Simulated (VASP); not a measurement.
Write the native input for VASP 6.6.1 that does the following.

```
Task                            : G0W0 quasiparticle levels
Functional                      : PBE
Potentials or basis             : VASP PAW PBE potentials, release 64 (Li_GW, Cl_GW)
Cutoff                          : 500 eV
k mesh                          : 6 × 6 × 6
Occupations                     : gaussian, width 0.01 eV
Spin                            : no spin polarisation
Dipole correction               : no
GW scheme                       : G0W0
GW iterations                   : 1
Cutoff of the response function : 120
Frequency points                : 96
Empty bands                     : 99
Further INCAR settings          : ALGO = EVGW0; EDIFF = 1e-08; NBANDS = 103
```

Crystal: LiCl.

```
CELL_PARAMETERS angstrom
0.00000 2.55604 2.55604
2.55604 0.00000 2.55604
2.55604 2.55604 0.00000
ATOMIC_POSITIONS crystal
Li 0.00000 0.00000 0.00000
Cl 0.50000 0.50000 0.50000
```

The input as run:

POSCAR

```
LiCl
1.0
    0.0000000000      2.5560362741      2.5560362741
    2.5560362741      0.0000000000      2.5560362741
    2.5560362741      2.5560362741      0.0000000000
Li Cl
1 1
Direct
    0.0000000000      0.0000000000      0.0000000000
    0.5000000000      0.5000000000      0.5000000000
```

INCAR.step1

```
SYSTEM = LiCl
PREC = Accurate
ENCUT = 500
EDIFF = 1E-8
ISMEAR = 0
SIGMA = 0.01
LREAL = .FALSE.
LASPH = .TRUE.
NELM = 60
ALGO = Normal
LWAVE = .TRUE.
LCHARG = .FALSE.
GGA = PE
```

INCAR.step2

```
SYSTEM = LiCl
PREC = Accurate
ENCUT = 500
EDIFF = 1E-8
ISMEAR = 0
SIGMA = 0.01
LREAL = .FALSE.
LASPH = .TRUE.
NELM = 1
ALGO = Exact
LWAVE = .TRUE.
LCHARG = .FALSE.
GGA = PE
NBANDS = 103
LOPTICS = .TRUE.
ISTART = 1
```

INCAR.step3

```
SYSTEM = LiCl
PREC = Accurate
ENCUT = 500
EDIFF = 1E-8
ISMEAR = 0
SIGMA = 0.01
LREAL = .FALSE.
LASPH = .TRUE.
ALGO = EVGW0
LWAVE = .FALSE.
LCHARG = .FALSE.
GGA = PE
NELMGW = 1
NBANDS = 103
ENCUTGW = 120.0
NOMEGA = 96
PRECFOCK = Fast
ISTART = 1
NBANDSGW = 12
OMEGAMAX = 20
```

KPOINTS

```
regular mesh
0
G
  6 6 6
  0 0 0
```

Potentials or basis: VASP PAW PBE potentials, release 64 (Li_GW, Cl_GW).

Launch:

```bash
$ cat potpaw_PBE.64/Li_GW/POTCAR potpaw_PBE.64/Cl_GW/POTCAR > POTCAR
$ cp INCAR.step1 INCAR
$ mpirun -np 1 vasp_std > vasp.out
$ cp INCAR.step2 INCAR
$ mpirun -np 1 vasp_std > vasp.out
$ cp INCAR.step3 INCAR
$ mpirun -np 1 vasp_std > vasp.out
```

It gave:

```yaml
Quasiparticle_gap: 8.86 eV
Least_direct_quasiparticle_gap: 8.86 eV
Band_gap_of_the_starting_levels_on_the_mesh: 6.38 eV
Least_direct_gap_of_the_starting_levels_on_the_mesh: 6.38 eV
```

Caveat: bands, screening cutoff and mesh are small and nothing is extrapolated, so the quasiparticle values aren't converged.

Wall time 3.7 min on 1 thread of Intel(R) Xeon(R) 6975P-C (Granite Rapids), on a shared host, peak memory 0.57 GiB.
